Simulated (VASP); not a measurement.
# BiTe (Fm-3m) in VASP: further runs, part 2 of 2

VASP 6.6.1.

**5. Single point, PBEsol**

This run uses another cell than the first one, of 34.37 Å³/atom.

The input, INCAR:

```
SYSTEM = BiTe
PREC     = Accurate       ! precision mode
ENCUT    = 520            ! plane-wave cutoff, eV
EDIFF    = 1E-6           ! SCF threshold, eV
ISMEAR   = 0              ! smearing method
SIGMA    = 0.1            ! smearing width, eV
LREAL    = .FALSE.        ! projectors in reciprocal space
LASPH    = .TRUE.         ! aspherical terms in the spheres
NELM     = 60             ! most SCF steps
ALGO     = Normal         ! electronic algorithm
ISIF     = 2              ! what is computed and relaxed
LWAVE    = .FALSE.        ! write WAVECAR
LCHARG   = .TRUE.         ! write CHGCAR
GGA      = PS             ! functional
LELF     = .TRUE.         ! ELF
LVHAR    = .TRUE.       
NBANDS   = 18             ! bands
```

The input, KPOINTS:

```
Automatic mesh
0
G
  12 12 12
  0 0 0
```

The input, POSCAR:

```
BiTe
1.0
    0.0000000000      3.2511941628      3.2511941628
    3.2511941628      0.0000000000      3.2511941628
    3.2511941628      3.2511941628      0.0000000000
Bi Te
1 1
Direct
    0.0000000000      0.0000000000      0.0000000000
    0.5000000000      0.5000000000      0.5000000000
```

Potentials or basis: VASP PAW PBE potentials, release 64 (Bi_d, Te).

On the command line:

```bash
$ cat potpaw_PBE.64/Bi_d/POTCAR potpaw_PBE.64/Te/POTCAR > POTCAR
$ mpirun -np 1 vasp_std > vasp.out
```

OUTCAR:

```text
SYSTEM = BiTe
   PREC = Accurate
   ENCUT = 520
   EDIFF = 1E-6
   ISMEAR = 0
   LREAL = .FALSE.
   LASPH = .TRUE.
   NELM = 60
   ISIF = 2
   GGA = PS

 ion  position               nearest neighbor table
   1  0.000  0.000  0.000-   2 3.25   2 3.25   2 3.25   2 3.25   2 3.25   2 3.25
   2  0.500  0.500  0.500-   1 3.25   1 3.25   1 3.25   1 3.25   1 3.25   1 3.25

  LATTYP: Found a face centered cubic cell.
 ALAT       =     6.5023883256

  Lattice vectors:

 A1 = (   0.0000000000,   3.2511941628,   3.2511941628)
 A2 = (   3.2511941628,   0.0000000000,   3.2511941628)
 A3 = (   3.2511941628,   3.2511941628,   0.0000000000)

Analysis of symmetry for initial positions (statically):
=====================================================================
 Subroutine PRICEL returns:
 Original cell was already a primitive cell.

 Routine SETGRP: Setting up the symmetry group for a
 face centered cubic supercell.

 Subroutine GETGRP returns: Found 48 space group operations
 (whereof 48 operations were pure point group operations)
 out of a pool of 48 trial point group operations.

The static configuration has the point symmetry O_h .

Analysis of symmetry for dynamics (positions and initial velocities):
=====================================================================
 Subroutine PRICEL returns:
 Original cell was already a primitive cell.

 Routine SETGRP: Setting up the symmetry group for a
 face centered cubic supercell.

 Subroutine GETGRP returns: Found 48 space group operations
 (whereof 48 operations were pure point group operations)
 out of a pool of 48 trial point group operations.

The dynamic configuration has the point symmetry O_h .

 Subroutine INISYM returns: Found 48 space group operations
 (whereof 48 operations are pure point group operations),
 and found     1 'primitive' translations

----------------------------------------------------------------------------------------

                                     Primitive cell

  volume of cell :      68.7320

  direct lattice vectors                    reciprocal lattice vectors
     0.000000000  3.251194163  3.251194163    -0.153789646  0.153789646  0.153789646
     3.251194163  0.000000000  3.251194163     0.153789646 -0.153789646  0.153789646
     3.251194163  3.251194163  0.000000000     0.153789646  0.153789646 -0.153789646

  length of vectors
     4.597882879  4.597882879  4.597882879     0.266371481  0.266371481  0.266371481

  position of ions in fractional coordinates (direct lattice)
     0.000000000  0.000000000  0.000000000
     0.500000000  0.500000000  0.500000000

  ion indices of the primitive-cell ions
   primitive index   ion index
                 1           1
                 2           2

----------------------------------------------------------------------------------------

 KPOINTS: Automatic mesh

Automatic generation of k-mesh.
 Grid dimensions read from file:
 generate k-points for:   12   12   12

 Generating k-lattice:

  Cartesian coordinates                     Fractional coordinates (reciprocal lattice)
    -0.012815804  0.012815804  0.012815804     0.083333333  0.000000000  0.000000000
     0.012815804 -0.012815804  0.012815804     0.000000000  0.083333333  0.000000000
     0.012815804  0.012815804 -0.012815804     0.000000000  0.000000000  0.083333333

  Length of vectors
     0.022197623  0.022197623  0.022197623

  Shift w.r.t. Gamma in fractional coordinates (k-lattice)
     0.000000000  0.000000000  0.000000000

 Subroutine IBZKPT returns following result:
 ===========================================

 Found     72 irreducible k-points:

 Following reciprocal coordinates:
            Coordinates               Weight
  0.000000  0.000000  0.000000      1.000000
  0.083333  0.000000  0.000000      8.000000
  0.166667  0.000000  0.000000      8.000000
  0.250000  0.000000  0.000000      8.000000
  0.333333  0.000000  0.000000      8.000000
  0.416667  0.000000  0.000000      8.000000
[... 16 lines left out ...]
  0.500000  0.166667  0.000000     24.000000
 -0.416667  0.166667  0.000000     24.000000
 [... further k-points ...]
   k-points           NKPTS =     72   k-points in BZ     NKDIM =     72   number of bands    NBANDS=     18
   number of dos      NEDOS =    301   number of ions     NIONS =      2
   total plane-waves  NPLWV =  46656
   dimension x,y,z NGX =    36 NGY =   36 NGZ =   36
   dimension x,y,z NGXF=    72 NGYF=   72 NGZF=   72
   ions per type =               1   1
   NGX,Y,Z   is equivalent  to a cutoff of  13.02, 13.02, 13.02 a.u.
   NGXF,Y,Z  is equivalent  to a cutoff of  26.03, 26.03, 26.03 a.u.
 SYSTEM =  BiTe
   PREC   = accura    normal or accurate (medium, high low for compatibility)
   ISTART =      0    job   : 0-new  1-cont  2-samecut
   ICHARG =      2    charge: 1-file 2-atom 10-const
   ISPIN  =      1    spin polarized calculation?
   LNONCOLLINEAR =      F non collinear calculations
   LSORBIT =      F    spin-orbit coupling
   LASPH  =      T    aspherical Exc in radial PAW
   ENCUT  =  520.0 eV  38.22 Ry    6.18 a.u.   8.55  8.55  8.55*2*pi/ulx,y,z
   NELM   =     60;   NELMIN=  2; NELMDL= -5     # of ELM steps
   EDIFF  = 0.1E-05   stopping-criterion for ELM
   LREAL  =      F    real-space projection
   EDIFFG = 0.1E-04   stopping-criterion for IOM
   NSW    =      0    number of steps for IOM
   IBRION =     -1    ionic relax: 0-MD 1-quasi-New 2-CG
   NFREE  =      0    steps in history (QN), initial steepest desc. (CG)
   ISIF   =      2    stress and relaxation
   ISYM   =      2    0-nonsym 1-usesym 2-fastsym
   POTIM  = 0.5000    time-step for ionic-motion
   TEBEG  =    0.0;   TEEND  =   0.0 temperature during run
   PSTRESS=    0.0 pullay stress
   NELECT =      21.0000    total number of electrons
   NUPDOWN=      -1.0000    fix difference up-down
   EMIN   =  10.00;   EMAX   =-10.00  energy-range for DOS
   EFERMI =   0.00;   METHOD = LEGACY
   ISMEAR =     0;   SIGMA  =   0.10  broadening in eV -4-tet -1-fermi 0-gaus
   EFERMI_NEDOS =   21; number of points for ismear=-14 and -15
   IALGO  =     38    algorithm
   IMIX   =      4    mixing-type and parameters
     AMIX     =   0.40;   BMIX     =  1.00
     AMIX_MAG =   1.60;   BMIX_MAG =  1.00
  volume/ion in A,a.u.               =      34.37       231.91
  Fermi-wavevector in a.u.,A,eV,Ry     =   1.102626  2.083662 16.541757  1.215785
  Thomas-Fermi vector in A             =   2.239072
   LORBIT       =      0    0 simple, 1 ext, 2 COOP (PROOUT), +10 PAW based schemes
   GGA     = PS    functional components
   LHFCALC =     F    Hartree Fock is set to
   AEXX    =    0.0000 exact exchange contribution
   IVDW    =     0    specifies the selected vdW correction
   LEPSILON=     F    determine dielectric tensor
   LRPA    =     F    only Hartree local field effects (RPA)
 non-spin polarized calculation
 Gauss-broadening in eV      SIGMA  =   0.10
  energy-cutoff  :      520.00
  volume of cell :       68.73
 maximum number of plane-waves:      1874
 NGX is ok and might be reduce to    36
   NGX = 17   NGY = 17   NGZ = 17

 number of electron      20.9999996 magnetization

 Free energy of the ion-electron system (eV)
  ---------------------------------------------------
  ext. energy  EPLUGINS =         0.00000000
  ---------------------------------------------------
  free energy    TOTEN  =        -7.96665571 eV

  energy without entropy =       -7.96005503  energy(sigma->0) =       -7.96335537

 E-fermi :   6.2888     XC(G=0):  -9.5279

 val. band max:        6.2676263869   @ k =  -0.2500   0.2500   0.0000
 cond. band min:       6.3322923332   @ k =   0.2500   0.1667   0.0000
 fundamental gap:      0.0646659462
 Fermi energy:         6.2888085300

 k-point     1 :       0.0000    0.0000    0.0000
  band No.  band energies     occupation
      1     -16.7449      2.00000
      2     -16.7449      2.00000
      3     -16.7412      2.00000
      4     -16.7412      2.00000
      5     -16.7412      2.00000
      6      -7.1230      2.00000
[... 10 lines left out ...]
     17      12.2283      0.00000
     18      12.7824      0.00000

 k-point     2 :       0.0833    0.0000    0.0000
  band No.  band energies     occupation
      1     -16.7451      2.00000
      2     -16.7451      2.00000
      3     -16.7410      2.00000
      4     -16.7408      2.00000
      5     -16.7408      2.00000
      6      -7.0621      2.00000
[... 10 lines left out ...]
     17      12.6663      0.00000
     18      13.2839      0.00000
[... 442 lines left out ...]
 k-point    24 :      -0.4167    0.1667    0.0000
  band No.  band energies     occupation
      1     -16.7503      2.00000
      2     -16.7476      2.00000
      3     -16.7385      2.00000
      4     -16.7355      2.00000
      5     -16.7344      2.00000
      6      -5.1809      2.00000
[... 10 lines left out ...]
     17      15.6947      0.00000
     18      16.8950      0.00000

 [... further k-points ...]
[... 5 lines left out ...]
  --------------------------------------------------------------------------------------
  -------------------------------------------------------------------------------------
  Total       -1.0474265     -1.0474265     -1.0474265     -0.0000000     -0.0000000     -0.0000000
  in kB      -24.4160507    -24.4160507    -24.4160507     -0.0000000     -0.0000000     -0.0000000
  external PRESSURE =     -24.4160507 kB  Pullay stress =       0.0000000 kB

 VOLUME and BASIS-vectors are now :
 -----------------------------------------------------------------------------
  energy-cutoff  :      520.00
  volume of cell :       68.73
      direct lattice vectors                 reciprocal lattice vectors
     0.000000000  3.251194163  3.251194163    -0.153789646  0.153789646  0.153789646
     3.251194163  0.000000000  3.251194163     0.153789646 -0.153789646  0.153789646
     3.251194163  3.251194163  0.000000000     0.153789646  0.153789646 -0.153789646

 POSITION                                       TOTAL-FORCE (eV/Angst)
 -----------------------------------------------------------------------------------
      0.00000      0.00000      0.00000         0.000000      0.000000     -0.000000
      3.25119      3.25119      3.25119        -0.000000     -0.000000      0.000000
 -----------------------------------------------------------------------------------
    total drift:                               -0.000000      0.000000      0.000000

  FREE ENERGIE OF THE ION-ELECTRON SYSTEM (eV)
  ---------------------------------------------------
  free  energy   TOTEN  =        -7.9666557074 eV

  energy  without entropy=       -7.9600550331  energy(sigma->0) =       -7.96335537
```

Wall time 48 s (1 thread of Intel Xeon Platinum 8375C at 2.90GHz (Ice Lake), shared host); peak memory 0.26 GiB.

What came out:

```
Free energy            : -7.9667 eV
Pressure               : -2.4 GPa
Band gap on the k mesh : zero (an odd number of electrons rules out a gap without spin polarisation)
```

Levels at points of the mesh, in eV from the Fermi level:
```tsv
k point	band 7	band 8	band 9	band 10	band 11	band 12	band 13	band 14
(0.00, 0.00, 0.00)	-8.18	-2.47	-2.47	-2.47	2.14	2.14	2.14	4.68
(0.50, 0.00, 0.00)	-11.19	-1.85	-1.85	-1.59	-0.83	-0.59	-0.59	7.22
(0.50, 0.50, 0.00)	-9.94	-5.55	-3.92	-3.92	2.25	3.54	3.54	4.86
```

Caveat: the PAW data sets were made with another functional, which shifts forces and pressure a little; spin-orbit coupling is left out, which moves the levels of the heavy elements.

**6. Overview**

| level | cell | k mesh | gap on the mesh (eV) | pressure (GPa) |
| --- | --- | --- | --- | --- |
| PBE | a = 4.565 Å, angles 60.0°, 2 atoms, atomic positions A | 12 × 12 × 12 | none | 1.0 |
| PBE | a = 4.689 Å, angles 60.0°, 2 atoms, atomic positions A | 12 × 12 × 12 | none | -2.5 |
| PBE | a = 4.598, b = 6.502, c = 7.964 Å, angles 114.1, 106.8, 90.0°, 6 atoms, atomic positions B | 8 × 8 × 8 | none | -0.1 |
| PBEsol | a = 4.598 Å, angles 60.0°, 2 atoms, atomic positions A | 12 × 12 × 12 | none | -2.4 |

Alike in all rows: task single point; potentials or basis VASP PAW PBE potentials, release 64 (Bi_d, Te); no spin polarisation; cutoff (eV) 520; smearing gaussian 0.1 eV.

Caveats: spin-orbit coupling is left out, which moves the levels of the heavy elements; the PAW data sets were made with another functional, which shifts forces and pressure a little (at least some runs).

Total energies depend on the potentials used, so only differences within one code and one set of settings carry meaning.
